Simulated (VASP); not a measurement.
Set up this calculation in VASP 6.6.1, as the native input.

- Task: relaxation of cell and atoms
- Functional: PBE
- Potentials or basis: VASP PAW PBE potentials, release 64 (Al, B, N)
- Cutoff: 600 eV
- k mesh: 14 × 14 × 6
- Occupations: gaussian, width 0.1 eV
- Spin: no spin polarisation
- Dipole correction: no
- Further INCAR settings: ALGO = Normal; EDIFF = 1e-06; IBRION = 2; EDIFFG = -0.01; NSW = 100; ISIF = 3

The structure of Al2BN3 lies in POSCAR:

```
Al2BN3
1.0
    2.7967474231      0.0000000000      0.0000000000
    0.0000000000      2.7967474231      0.0000000000
    0.0000000000      0.0000000000      7.6472799007
Al B N
2 1 3
Direct
    0.5000000000      0.5000000000      0.7293965841
    0.5000000000      0.5000000000      0.2706034159
    0.0000000000      0.0000000000      0.0000000000
    0.0000000000      0.0000000000      0.8161351034
    0.0000000000      0.0000000000      0.1838648966
    0.5000000000      0.5000000000      0.5000000000
```

The cell was generated, and may not be a known phase.

The input as run:

INCAR

```
SYSTEM = Al2BN3
ALGO = Normal
EDIFF = 1E-6
EDIFFG = -0.01
ENCUT = 600
GGA = PE
IBRION = 2
ISIF = 3
ISMEAR = 0
LASPH = .TRUE.
LCHARG = .FALSE.
LREAL = .FALSE.
LWAVE = .FALSE.
NELM = 60
NSW = 100
PREC = Accurate
SIGMA = 0.1
```

KPOINTS

```
k-points
0
G
  14 14 6
  0 0 0
```

Potentials or basis: VASP PAW PBE potentials, release 64 (Al, B, N).

Command:

```bash
$ cat potpaw_PBE.64/Al/POTCAR potpaw_PBE.64/B/POTCAR potpaw_PBE.64/N/POTCAR > POTCAR
$ mpirun -np 1 vasp_std > vasp.out
```

It gave:

```
Relaxed volume                        : 9.83 Å³/atom
Relaxed cell                          : a = 2.776 Å, b = 2.776 Å, c = 7.652 Å, α = 90.00°, β = 90.00°, γ = 90.00°
Space group after relaxing (to 0.1 Å) : P4/mmm (No. 123)
Energy gained by relaxing             : 1.5 meV/atom
Ionic steps                           : 5
Pressure after relaxing               : 0.0 GPa
Largest force after relaxing          : 0.004 eV/Å
Band gap on the k mesh                : zero (bands 12 and 13 overlap by 0.98 eV)
```

It took 7.1 min on 1 thread of Intel(R) Xeon(R) Platinum 8259CL CPU @ 2.50GHz (Skylake/Cascade Lake), with other jobs on the host, peak memory 0.31 GiB.
